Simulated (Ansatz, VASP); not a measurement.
One calculation of Nb3CdB, two programs

File INCAR:

```
SYSTEM = Nb3CdB
PREC     = Accurate       ! precision mode
ENCUT    = 600            ! plane-wave cutoff, eV
EDIFF    = 1E-7           ! SCF threshold, eV
ISMEAR   = 0              ! smearing method
SIGMA    = 0.1            ! smearing width, eV
LREAL    = .FALSE.        ! projectors in reciprocal space
LASPH    = .TRUE.         ! aspherical terms in the spheres
NELM     = 60             ! most SCF steps
ALGO     = Fast           ! electronic algorithm
ISIF     = 3              ! what is computed and relaxed
LWAVE    = .FALSE.        ! write WAVECAR
LCHARG   = .FALSE.        ! write CHGCAR
GGA      = PE             ! functional
IBRION   = 2              ! ionic algorithm
NSW      = 100            ! ionic steps
EDIFFG   = -0.01          ! ionic threshold
```

KPOINTS

```
Automatic mesh
0
G
  8 8 8
  0 0 0
```

POSCAR

```
Nb3CdB
1.0
    4.9149294568      0.0000000000      0.0000000000
    0.0000000000      4.9149294568      0.0000000000
    0.0000000000      0.0000000000      4.9149294568
Nb Cd B
3 1 1
Direct
    0.0000000000      0.5000000000      0.5000000000
    0.5000000000      0.0000000000      0.5000000000
    0.5000000000      0.5000000000      0.0000000000
    0.5000000000      0.5000000000      0.5000000000
    0.0000000000      0.0000000000      0.0000000000
```

Input for Ansatz:

```yaml
crystal:
  lattice:
    - [4.9149294568, 0.0, 0.0]
    - [0.0, 4.9149294568, 0.0]
    - [0.0, 0.0, 4.9149294568]
  atoms:
    - { symbol: Nb, position: [0.0, 0.5, 0.5] }
    - { symbol: Nb, position: [0.5, 0.0, 0.5] }
    - { symbol: Nb, position: [0.5, 0.5, 0.0] }
    - { symbol: Cd, position: [0.5, 0.5, 0.5] }
    - { symbol: B, position: [0.0, 0.0, 0.0] }
basis:
  ecutwfc: 420
kpoints:
  mp_grid: { grid: [8, 8, 8] }
hamiltonian:
  xc: pbe
scf:
  occupations: { method: gaussian, width: 0.1 }
output:
  forces: true
  stress: true
  eigenvalues: true
relax:
  adjacent_minimum: "off"
  f_tol: 0.01
  max_steps: 80
  cell: { stress_tol: 0.05 }
```

Alike in both runs: task relaxation of cell and atoms; functional PBE; k mesh 8 × 8 × 8; occupations gaussian, width 0.1 eV; no spin polarisation.

```csv
,VASP,Ansatz
version,VASP 6.6.1,Ansatz 0.2.0
potentials or method,"VASP PAW PBE potentials, release 64 (Nb_sv, Cd, B), cutoff 600 eV","scalar-relativistic, plane waves, PAW"
valence electrons in the cell,54,62
```

Ansatz gave:

* gap on the k mesh at the Fermi level, each at its own relaxed structure (eV): none
* relaxed volume (Å³/atom): 23.80
* relaxed length of the cell vector where the two differ most in proportion (Å): 4.919

Task: Estimate VASP's values.

Result: gap on the k mesh at the Fermi level, each at its own relaxed structure (eV): none; relaxed volume (Å³/atom): 23.95; relaxed length of the cell vector where the two differ most in proportion (Å): 4.929.

A gap of «none» marks a metal or a gap that the smearing closes. VASP's potentials hold 54 valence electrons a cell and Ansatz's 62, so a difference there can come from the potentials and not from the codes.
